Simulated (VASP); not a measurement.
# Bi4Se3 (P1) in VASP: single point with PBEsol

Aim: the single point of Bi4Se3 with PBEsol.

All numbers are computed with VASP 6.6.1; they aren't measurements. Logs are shortened: lines on timing, memory, paths and dates and some standing lists are left out, and cuts for length are marked.

**1. The cell of the first run**

The typed cell holds 7 atoms: a = 4.298 Å, b = 4.397 Å, c = 13.175 Å, α = 98.56°, β = 99.90°, γ = 58.50°.

**2. Single point, PBEsol**

Input file INCAR:

```
SYSTEM = Bi4Se3
ALGO = Normal
EDIFF = 1E-6
ENCUT = 500
GGA = PS
GGA_COMPAT = .FALSE.
ISIF = 2
ISMEAR = 0
LASPH = .TRUE.
LCHARG = .FALSE.
LREAL = .FALSE.
LWAVE = .FALSE.
NBANDS = 48
NELM = 120
PREC = Accurate
SIGMA = 0.0802
```

Input file KPOINTS:

```
Automatic mesh
0
Gamma
  5 5 2
  0.5 0.5 0
```

Input file POSCAR:

```
Bi4Se3
1.0
    2.0749183000      3.7643904300     -0.0114388900
   -2.1743342700      3.8217883400      0.0415483900
   -0.1336568600     -2.4740061700     12.9398335900
Bi Se
4 3
Direct
    0.0586660000      0.1921410000      0.4429190000
    0.8723730000      0.8575430000      0.5762310000
    0.3330120000      0.2722330000      0.8570990000
    0.6994140000      0.6142900000      0.1342070000
    0.0153570000      0.0265110000      0.0103000000
    0.4625050000      0.3736300000      0.2895080000
    0.5608980000      0.5804930000      0.6834750000
```

Potentials or basis: VASP PAW PBE potentials, release 64 (Bi_d, Se).

Started as:

```bash
$ cat potpaw_PBE.64/Bi_d/POTCAR potpaw_PBE.64/Se/POTCAR > POTCAR
$ mpirun -np 1 vasp_std > vasp.out
```

OUTCAR:

```text
SYSTEM = Bi4Se3
   EDIFF = 1E-6
   ENCUT = 500
   GGA = PS
   ISIF = 2
   ISMEAR = 0
   LASPH = .TRUE.
   LREAL = .FALSE.
   NELM = 120
   PREC = Accurate

 ion  position               nearest neighbor table
   1  0.059  0.192  0.443-   6 2.80   2 2.89   2 2.97   2 3.28   6 3.30
   2  0.872  0.858  0.576-   7 2.75   7 2.85   1 2.89   7 2.96   1 2.97   1 3.28
   3  0.333  0.272  0.857-   5 3.02   5 3.20   7 3.32   7 3.33   5 3.34
   4  0.699  0.614  0.134-   5 2.65   5 2.87   6 2.97   6 3.28
   5  0.015  0.027  0.010-   4 2.65   4 2.87   3 3.02   3 3.20   3 3.34
   6  0.463  0.374  0.290-   1 2.80   4 2.97   4 3.28   1 3.30
   7  0.561  0.580  0.683-   2 2.75   2 2.85   2 2.96   3 3.32   3 3.33

  LATTYP: Found a triclinic cell.
 ALAT       =     4.3972175182
 B/A-ratio  =     0.9775222237
 C/A-ratio  =     3.0141025016
 COS(alpha) =     0.0023906345
 COS(beta)  =     0.1837470256
 COS(gamma) =     0.5224439568

  Lattice vectors:

 A1 = (   2.1743342700,  -3.8217883400,  -0.0415483900)
 A2 = (  -2.0749183000,  -3.7643904300,   0.0114388900)
 A3 = (   2.3079911300,  -1.3477821700, -12.9813819800)

Analysis of symmetry for initial positions (statically):
=====================================================================
 Subroutine PRICEL returns:
 Original cell was already a primitive cell.

 Routine SETGRP: Setting up the symmetry group for a
 triclinic supercell.

 Subroutine GETGRP returns: Found  1 space group operations
 (whereof  1 operations were pure point group operations)
 out of a pool of  2 trial point group operations.

The static configuration has the point symmetry C_1 .

Analysis of symmetry for dynamics (positions and initial velocities):
=====================================================================
 Subroutine PRICEL returns:
 Original cell was already a primitive cell.

 Routine SETGRP: Setting up the symmetry group for a
 triclinic supercell.

 Subroutine GETGRP returns: Found  1 space group operations
 (whereof  1 operations were pure point group operations)
 out of a pool of  2 trial point group operations.

The dynamic configuration has the point symmetry C_1 .

 Subroutine INISYM returns: Found  1 space group operations
 (whereof  1 operations are pure point group operations),
 and found     1 'primitive' translations

----------------------------------------------------------------------------------------

                                     Primitive cell

[... 104 lines left out ...]
   IBRION =     -1    ionic relax: 0-MD 1-quasi-New 2-CG
   NFREE  =      0    steps in history (QN), initial steepest desc. (CG)
   ISIF   =      2    stress and relaxation
   ISYM   =      2    0-nonsym 1-usesym 2-fastsym
   POTIM  = 0.5000    time-step for ionic-motion
   TEBEG  =    0.0;   TEEND  =   0.0 temperature during run
   PSTRESS=    0.0 pullay stress
   NELECT =      78.0000    total number of electrons
   NUPDOWN=      -1.0000    fix difference up-down
   EMIN   =  10.00;   EMAX   =-10.00  energy-range for DOS
   EFERMI =   0.00;   METHOD = LEGACY
   ISMEAR =     0;   SIGMA  =   0.08  broadening in eV -4-tet -1-fermi 0-gaus
   EFERMI_NEDOS =   21; number of points for ismear=-14 and -15
   IALGO  =     38    algorithm
   IMIX   =      4    mixing-type and parameters
     AMIX     =   0.40;   BMIX     =  1.00
     AMIX_MAG =   1.60;   BMIX_MAG =  1.00
  volume/ion in A,a.u.               =      29.81       201.15
  Fermi-wavevector in a.u.,A,eV,Ry     =   1.179326  2.228603 18.923110  1.390809
  Thomas-Fermi vector in A             =   2.315639
   LORBIT       =      0    0 simple, 1 ext, 2 COOP (PROOUT), +10 PAW based schemes
   GGA     = PS    functional components
   LHFCALC =     F    Hartree Fock is set to
   AEXX    =    0.0000 exact exchange contribution
   IVDW    =     0    specifies the selected vdW correction
   LEPSILON=     F    determine dielectric tensor
   LRPA    =     F    only Hartree local field effects (RPA)
 non-spin polarized calculation
 Gauss-broadening in eV      SIGMA  =   0.08
  energy-cutoff  :      500.00
  volume of cell :      208.65
 maximum number of plane-waves:      5332
   NGX = 15   NGY = 17   NGZ = 47

 number of electron      77.9999999 magnetization

 Free energy of the ion-electron system (eV)
  ---------------------------------------------------
  ext. energy  EPLUGINS =         0.00000000
  ---------------------------------------------------
  free energy    TOTEN  =       -28.43060743 eV

  energy without entropy =      -28.42284685  energy(sigma->0) =      -28.42672714

 E-fermi :   5.8244     XC(G=0):  -9.7994

 val. band max:        5.8014959789   @ k =  -0.1000   0.1000   0.5000
 cond. band min:       5.8558222533   @ k =  -0.3000   0.1000   0.5000
 fundamental gap:      0.0543262745
 Fermi energy:         5.8243854144

 k-point     1 :       0.1000    0.1000    0.0000
  band No.  band energies     occupation
      1     -17.5444      2.00000
      2     -17.5412      2.00000
      3     -17.5209      2.00000
      4     -17.5085      2.00000
      5     -17.4962      2.00000
      6     -17.4913      2.00000
[... 1213 lines left out ...]
     47       9.6555      0.00000
     48      10.7512      0.00000

 [... further k-points ...]

------------------------ aborting loop because EDIFF is reached ----------------------------------------

  FORCE on cell =-STRESS in cart. coord.  units (eV):
  Direction    XX          YY          ZZ          XY          YZ          ZX
  --------------------------------------------------------------------------------------
  -------------------------------------------------------------------------------------
  Total        2.8108373      1.3371003      1.3958025     -0.6032499      0.3415190     -0.8623737
  in kB       21.5838342     10.2673148     10.7180765     -4.6322306      2.6224532     -6.6219883
  external PRESSURE =      14.1897418 kB  Pullay stress =       0.0000000 kB

 VOLUME and BASIS-vectors are now :
 -----------------------------------------------------------------------------
  energy-cutoff  :      500.00
  volume of cell :      208.65
      direct lattice vectors                 reciprocal lattice vectors
     2.074918300  3.764390430 -0.011438890     0.237508629  0.134819149  0.028229734
    -2.174334270  3.821788340  0.041548390    -0.233320699  0.128672953  0.022191380
    -0.133656860 -2.474006170 12.939833590     0.000959126 -0.000293974  0.077234448

 POSITION                                       TOTAL-FORCE (eV/Angst)
 -----------------------------------------------------------------------------------
     -0.35525     -0.14062      5.73861         0.542223      0.855323     -1.510082
     -0.13150      5.13570      7.48198        -0.382113     -0.425146      0.021653
     -0.01551      0.17354     11.09822        -0.016199     -0.115406     -0.931672
      0.09762      4.64852      1.75414        -0.447678      0.576867      1.829579
     -0.02716      0.13365      0.13421         0.606569     -0.478966     -1.108751
      0.10857      2.45274      3.75642        -0.178255      0.020276     -0.781465
     -0.18972      2.63904      8.86176        -0.124548     -0.432948      2.480738
 -----------------------------------------------------------------------------------
    total drift:                               -0.000128      0.000347      0.000515

  FREE ENERGIE OF THE ION-ELECTRON SYSTEM (eV)
  ---------------------------------------------------
  free  energy   TOTEN  =       -28.4306074268 eV

  energy  without entropy=      -28.4228468535  energy(sigma->0) =      -28.42672714
```

OSZICAR:

```text
N       E                     dE             d eps       ncg     rms          rms(c)
DAV:   1     0.881006332968E+03    0.88101E+03   -0.37252E+04  2496   0.175E+03
DAV:   2     0.893900660081E+02   -0.79162E+03   -0.77020E+03  2504   0.492E+02
DAV:   3    -0.222317673238E+02   -0.11162E+03   -0.10712E+03  2992   0.194E+02
DAV:   4    -0.288249135320E+02   -0.65931E+01   -0.64484E+01  2896   0.469E+01
DAV:   5    -0.291154376575E+02   -0.29052E+00   -0.29015E+00  3296   0.991E+00    0.628E+00
DAV:   6    -0.286665730025E+02    0.44886E+00   -0.40361E+00  3376   0.951E+00    0.441E+00
DAV:   7    -0.284421415316E+02    0.22443E+00   -0.15635E+00  2872   0.498E+00    0.292E+00
DAV:   8    -0.284319629731E+02    0.10179E-01   -0.21815E-01  2960   0.223E+00    0.673E-01
DAV:   9    -0.284302535196E+02    0.17095E-02   -0.19723E-02  3088   0.992E-01    0.173E-01
DAV:  10    -0.284306046701E+02   -0.35115E-03   -0.50523E-03  2896   0.339E-01    0.830E-02
DAV:  11    -0.284305884454E+02    0.16225E-04   -0.27824E-04  3448   0.112E-01    0.491E-02
DAV:  12    -0.284306070489E+02   -0.18603E-04   -0.10158E-04  2752   0.581E-02    0.117E-02
DAV:  13    -0.284306080789E+02   -0.10300E-05   -0.11439E-05  2872   0.269E-02    0.566E-03
DAV:  14    -0.284306074268E+02    0.65211E-06   -0.31558E-06  2248   0.128E-02
   1 F= -.28430607E+02 E0= -.28426727E+02  d E =-.776057E-02
```

It took 3.5 min on 1 thread of Oxide Virtual Turin-like, shared host; peak memory 0.37 GiB.

What came out:

```yaml
Free_energy: -28.4306 eV
Pressure: 1.4 GPa
Largest_force: 2.521 eV/Å
Band_gap_on_the_k_mesh: zero (bands 39 and 40 overlap by 0.38 eV)
```

Forces in eV/Å, atoms in the order of the input:
```
Bi   0.542  0.855 -1.510
Bi  -0.382 -0.425  0.022
Bi  -0.016 -0.115 -0.932
Bi  -0.448  0.577  1.830
Se   0.607 -0.479 -1.109
Se  -0.178  0.020 -0.781
Se  -0.125 -0.433  2.481
```

Stress tensor (GPa, compression positive):
```
 2.16 -0.46 -0.66
-0.46  1.03  0.26
-0.66  0.26  1.07
```

Caveat: the PAW data sets were made with another functional, which shifts forces and pressure a little; spin-orbit coupling is left out, which moves the levels of the heavy elements.

The gap in the log of VASP goes by the Fermi energy; the results here count the filled bands.